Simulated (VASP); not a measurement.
# Ge2Sb2Te5 (P-3m1) in VASP: single point with PBE+D3(BJ)

Aim: the single point of Ge2Sb2Te5 with PBE+D3(BJ).

All numbers are computed with VASP 6.6.1; they aren't measurements. Logs are shortened: lines on timing, memory, paths and dates and some standing lists are left out, and cuts for length are marked.

### 1 The cell of the first run

The structure is trigonal, space group P-3m1 (No. 164). The conventional cell has a = 4.233 Å, b = 4.233 Å, c = 17.446 Å, α = 90.00°, β = 90.00°, γ = 120.00°. Te (site symmetry -3m) has 6 Sb at 3.15 Å within 4.1 Å. Within 3.9 Å of Te (site symmetry 3m) lie 3 Sb at 2.99 Å and 3 Ge at 3.32 Å. Within 3.7 Å of Te (site symmetry 3m) lie 3 Ge at 2.83 Å and 3 Te at 3.63 Å. Sb (site symmetry 3m) has 6 Te at 2.99 to 3.15 Å within 3.9 Å. Ge (site symmetry 3m) has 6 Te at 2.83 to 3.32 Å within 3.7 Å.

### 2 Single point, PBE+D3(BJ)

Contents of INCAR:

```
SYSTEM = Ge2Sb2Te5
  PREC = Accurate
  ENCUT = 520
  EDIFF = 1E-7
  ISMEAR = 0
  SIGMA = 0.03
  LREAL = .FALSE.
  LASPH = .TRUE.
  NELM = 80
  ALGO = Normal
  ISIF = 2
  LWAVE = .FALSE.
  LCHARG = .FALSE.
  GGA = PE
  IVDW = 12
  NBANDS = 44
```

Contents of KPOINTS:

```
regular mesh
0
G
  10 10 2
  0 0 0
```

Contents of POSCAR:

```
Ge2Sb2Te5
1.0
    4.2331161667      0.0000000000      0.0000000000
   -2.1165580834      3.6659861375      0.0000000000
    0.0000000000      0.0000000000     17.4458262800
Te Sb Ge
5 2 2
Direct
    0.0000000000      0.0000000000      0.0000000000
    0.6666666667      0.3333333333      0.2124367501
    0.3333333333      0.6666666667      0.4229178101
    0.6666666667      0.3333333333      0.5770821899
    0.3333333333      0.6666666667      0.7875632499
    0.3333333333      0.6666666667      0.1135465847
    0.6666666667      0.3333333333      0.8864534153
    0.0000000000      0.0000000000      0.3408795553
    0.0000000000      0.0000000000      0.6591204447
```

Potentials or basis: VASP PAW PBE potentials, release 64 (Te, Sb, Ge_d).

Started as:

```console
$ cat potpaw_PBE.64/Te/POTCAR potpaw_PBE.64/Sb/POTCAR potpaw_PBE.64/Ge_d/POTCAR > POTCAR
$ mpirun -np 1 vasp_std > vasp.out
```

OUTCAR:

```text
SYSTEM = Ge2Sb2Te5
   PREC = Accurate
   ENCUT = 520
   EDIFF = 1E-7
   ISMEAR = 0
   LREAL = .FALSE.
   LASPH = .TRUE.
   NELM = 80
   ISIF = 2
   GGA = PE
   IVDW = 12
 IVDW          = 12

 ion  position               nearest neighbor table
   1  0.000  0.000  0.000-   6 3.15   7 3.15   6 3.15   7 3.15   7 3.15   6 3.15
   2  0.667  0.333  0.212-   6 2.99   6 2.99   6 2.99
   3  0.333  0.667  0.423-   8 2.83   8 2.83   8 2.83   4 3.63   4 3.63   4 3.63
   4  0.667  0.333  0.577-   9 2.83   9 2.83   9 2.83   3 3.63   3 3.63   3 3.63
   5  0.333  0.667  0.788-   7 2.99   7 2.99   7 2.99
   6  0.333  0.667  0.114-   2 2.99   2 2.99   2 2.99   1 3.15   1 3.15   1 3.15
   7  0.667  0.333  0.886-   5 2.99   5 2.99   5 2.99   1 3.15   1 3.15   1 3.15
   8  0.000  0.000  0.341-   3 2.83   3 2.83   3 2.83
   9  0.000  0.000  0.659-   4 2.83   4 2.83   4 2.83

  LATTYP: Found a hexagonal cell.
 ALAT       =     4.2331161667
 C/A-ratio  =     4.1212727440

  Lattice vectors:

 A1 = (   4.2331161667,   0.0000000000,   0.0000000000)
 A2 = (  -2.1165580834,   3.6659861375,   0.0000000000)
 A3 = (   0.0000000000,   0.0000000000,  17.4458262800)

Analysis of symmetry for initial positions (statically):
=====================================================================
 Subroutine PRICEL returns:
 Original cell was already a primitive cell.

 Routine SETGRP: Setting up the symmetry group for a
 hexagonal supercell.

 Subroutine GETGRP returns: Found 12 space group operations
 (whereof 12 operations were pure point group operations)
 out of a pool of 24 trial point group operations.

The static configuration has the point symmetry D_3d.

Analysis of symmetry for dynamics (positions and initial velocities):
=====================================================================
 Subroutine PRICEL returns:
 Original cell was already a primitive cell.

 Routine SETGRP: Setting up the symmetry group for a
 hexagonal supercell.

 Subroutine GETGRP returns: Found 12 space group operations
 (whereof 12 operations were pure point group operations)
 out of a pool of 24 trial point group operations.

The dynamic configuration has the point symmetry D_3d.

 Subroutine INISYM returns: Found 12 space group operations
 (whereof 12 operations are pure point group operations),
 and found     1 'primitive' translations

----------------------------------------------------------------------------------------

                                     Primitive cell

  volume of cell :     270.7338

[... 111 lines left out ...]
   TEBEG  =    0.0;   TEEND  =   0.0 temperature during run
   PSTRESS=    0.0 pullay stress
   NELECT =      68.0000    total number of electrons
   NUPDOWN=      -1.0000    fix difference up-down
   EMIN   =  10.00;   EMAX   =-10.00  energy-range for DOS
   EFERMI =   0.00;   METHOD = LEGACY
   ISMEAR =     0;   SIGMA  =   0.03  broadening in eV -4-tet -1-fermi 0-gaus
   EFERMI_NEDOS =   21; number of points for ismear=-14 and -15
   IALGO  =     38    algorithm
   IMIX   =      4    mixing-type and parameters
     AMIX     =   0.40;   BMIX     =  1.00
     AMIX_MAG =   1.60;   BMIX_MAG =  1.00
  volume/ion in A,a.u.               =      30.08       203.00
  Fermi-wavevector in a.u.,A,eV,Ry     =   1.032913  1.951922 14.516174  1.066909
  Thomas-Fermi vector in A             =   2.167134
   LORBIT       =      0    0 simple, 1 ext, 2 COOP (PROOUT), +10 PAW based schemes
   GGA     = PE    functional components
   LHFCALC =     F    Hartree Fock is set to
   AEXX    =    0.0000 exact exchange contribution
   IVDW    =    12    specifies the selected vdW correction
   LEPSILON=     F    determine dielectric tensor
   LRPA    =     F    only Hartree local field effects (RPA)
 non-spin polarized calculation
 Gauss-broadening in eV      SIGMA  =   0.03
  energy-cutoff  :      520.00
  volume of cell :      270.73
 maximum number of plane-waves:      7326
 NGX is ok and might be reduce to    32
   NGX = 15   NGY = 15   NGZ = 65

 number of electron      68.0000030 magnetization

 Free energy of the ion-electron system (eV)
  ---------------------------------------------------
  ext. energy  EPLUGINS =         0.00000000
  ---------------------------------------------------
  free energy    TOTEN  =       -33.77911722 eV

  energy without entropy =      -33.77882910  energy(sigma->0) =      -33.77897316

 E-fermi :   6.5008     XC(G=0):  -9.4509

 val. band max:        6.4682794132   @ k =   0.1000   0.0000   0.5000
 cond. band min:       6.5253298978   @ k =   0.5000   0.0000   0.5000
 fundamental gap:      0.0570504846
 Fermi energy:         6.5008424745

 k-point     1 :       0.0000    0.0000    0.0000
  band No.  band energies     occupation
      1     -18.3870      2.00000
      2     -18.3870      2.00000
      3     -18.3870      2.00000
      4     -18.3870      2.00000
      5     -18.3756      2.00000
      6     -18.3756      2.00000
[... 1117 lines left out ...]
     43       9.7959      0.00000
     44       9.9039      0.00000

 [... further k-points ...]

------------------------ aborting loop because EDIFF is reached ----------------------------------------

 Edisp (eV)   -3.87169

 E8    (eV) :    -1.7781

  FORCE on cell =-STRESS in cart. coord.  units (eV):
  Direction    XX          YY          ZZ          XY          YZ          ZX
  --------------------------------------------------------------------------------------
  -------------------------------------------------------------------------------------
  Total      -0.01264    -0.01264    -0.02214     0.00000     0.00000     0.00000
  in kB      -0.07482    -0.07482    -0.13101     0.00000     0.00000     0.00000
  external pressure =       -0.09 kB  Pullay stress =        0.00 kB

 VOLUME and BASIS-vectors are now :
 -----------------------------------------------------------------------------
  energy-cutoff  :      520.00
  volume of cell :      270.73
      direct lattice vectors                 reciprocal lattice vectors
     4.233116167  0.000000000  0.000000000     0.236232591  0.136388950  0.000000000
    -2.116558083  3.665986138  0.000000000     0.000000000  0.272777900  0.000000000
     0.000000000  0.000000000 17.445826280     0.000000000  0.000000000  0.057320300

 POSITION                                       TOTAL-FORCE (eV/Angst)
 -----------------------------------------------------------------------------------
      0.00000      0.00000      0.00000         0.000000     -0.000000     -0.000000
      2.11656      1.22200      3.70613         0.000000     -0.000000      0.015283
     -0.00000      2.44399      7.37815        -0.000000      0.000000      0.017041
      2.11656      1.22200     10.06768        -0.000000     -0.000000     -0.017041
     -0.00000      2.44399     13.73969         0.000000      0.000000     -0.015283
     -0.00000      2.44399      1.98091         0.000000     -0.000000     -0.019811
      2.11656      1.22200     15.46491         0.000000      0.000000      0.019811
      0.00000      0.00000      5.94693        -0.000000      0.000000     -0.014457
      0.00000      0.00000     11.49890        -0.000000     -0.000000      0.014457
 -----------------------------------------------------------------------------------
    total drift:                               -0.000000     -0.000000      0.000000

  FREE ENERGIE OF THE ION-ELECTRON SYSTEM (eV)
  ---------------------------------------------------
  free  energy   TOTEN  =       -37.6508117911 eV

  energy  without entropy=      -37.6505236700  energy(sigma->0) =      -37.65066773
```

OSZICAR:

```text
N       E                     dE             d eps       ncg     rms          rms(c)
DAV:   1     0.599452955978E+03    0.59945E+03   -0.27606E+04  3092   0.206E+03
DAV:   2     0.638445538275E+02   -0.53561E+03   -0.51371E+03  2652   0.594E+02
DAV:   3    -0.276392188067E+02   -0.91484E+02   -0.88665E+02  2916   0.151E+02
DAV:   4    -0.337786097378E+02   -0.61394E+01   -0.60620E+01  2984   0.462E+01
[... 15 lines left out ...]
DAV:  20    -0.337791178352E+02    0.60924E-05   -0.13667E-05  3000   0.127E-02    0.310E-02
DAV:  21    -0.337791177315E+02    0.10370E-06   -0.35311E-06  2588   0.568E-03    0.208E-02
DAV:  22    -0.337791175603E+02    0.17122E-06   -0.70928E-08  1776   0.144E-03    0.183E-02
DAV:  23    -0.337791172555E+02    0.30478E-06   -0.36035E-07  2404   0.228E-03    0.946E-03
DAV:  24    -0.337791172208E+02    0.34745E-07   -0.16605E-07  1796   0.140E-03
   1 F= -.37650812E+02 E0= -.37650668E+02  d E =-.288121E-03
```

stdout:

```text
POSCAR found type information on POSCAR TeSbGe
 POSCAR found :  3 types and       9 ions
 scaLAPACK will be used
 LDA part: xc-table for (Slater+PW92), standard interpolation
 POSCAR, INCAR and KPOINTS ok, starting setup
 FFT: planning ... GRIDC
 FFT: planning ... GRID_SOFT
 FFT: planning ... GRID
 WAVECAR not read
 entering main loop
```

It took 13 min on 1 thread of Intel Xeon 6975P-C, shared host; peak memory 0.56 GiB.

What came out:

```
Free energy                : -37.6508 eV
Pressure                   : 0.0 GPa
Largest force              : 0.020 eV/Å
Band gap on the k mesh     : 0.06 eV, indirect (least direct gap 0.22 eV)
Dispersion energy per atom : -0.430 eV
```

Forces in eV/Å, atoms in the order of the input:
```
Te   0.000  0.000  0.000
Te   0.000  0.000  0.015
Te   0.000  0.000  0.017
Te   0.000  0.000 -0.017
Te   0.000  0.000 -0.015
Sb   0.000  0.000 -0.020
Sb   0.000  0.000  0.020
Ge   0.000  0.000 -0.014
Ge   0.000  0.000  0.014
```

Levels at points of the mesh, in eV from the valence-band top:
```csv
k point,band 31,band 32,band 33,band 34,band 35,band 36,band 37,band 38
"(0.00, 0.00, 0.00)",-1.40,-1.30,-1.11,-0.09,0.12,0.12,0.63,1.12
"(0.50, 0.00, 0.00)",-1.99,-1.86,-1.19,-1.11,0.35,0.61,0.73,1.39
"(0.00, 0.00, 0.50)",-1.44,-1.44,-0.98,-0.11,0.16,0.16,0.65,1.00
"(0.50, 0.00, 0.50)",-2.26,-2.00,-1.71,-0.46,0.06,0.57,1.02,1.62
```

Caveat: spin-orbit coupling is left out, which moves the levels of the heavy elements. A k mesh can miss the band edges.
